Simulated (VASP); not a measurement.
A run of VASP 6.6.1 is set up as follows.

File INCAR:

```
SYSTEM = HfC
ALGO = Normal
EDIFF = 1E-6
ENCUT = 520
GGA = PE
ISIF = 2
ISMEAR = 0
LASPH = .True.
LCHARG = .True.
LELF = .True.
LREAL = .False.
LVHAR = .True.
LWAVE = .False.
NBANDS = 14
NELM = 80
PREC = Accurate
SIGMA = 0.017
```

KPOINTS

```
k-points
0
Gamma
  10 10 10
  0 0 0
```

The input POSCAR:

```
HfC
1.0
    0.0000000000      2.3250000000      2.3250000000
    2.3250000000      0.0000000000      2.3250000000
    2.3250000000      2.3250000000      0.0000000000
Hf C
1 1
Direct
    0.5000000000      0.5000000000      0.5000000000
    0.0000000000      0.0000000000      0.0000000000
```

Potentials or basis: VASP PAW PBE potentials, release 64 (Hf_pv, C).

Run with:

```console
$ cat potpaw_PBE.64/Hf_pv/POTCAR potpaw_PBE.64/C/POTCAR > POTCAR
$ mpirun -np 1 vasp_std > vasp.out
```

(1) Predict the band gap on the k mesh.

(2) Estimate the pressure.

## Answers

(1) zero (band 7 reaches 6.95 eV, above the bottom of band 8 at 5.55 eV).

(2) -0.5 GPa.

Caveat: spin-orbit coupling is left out, which moves the levels of the heavy elements.
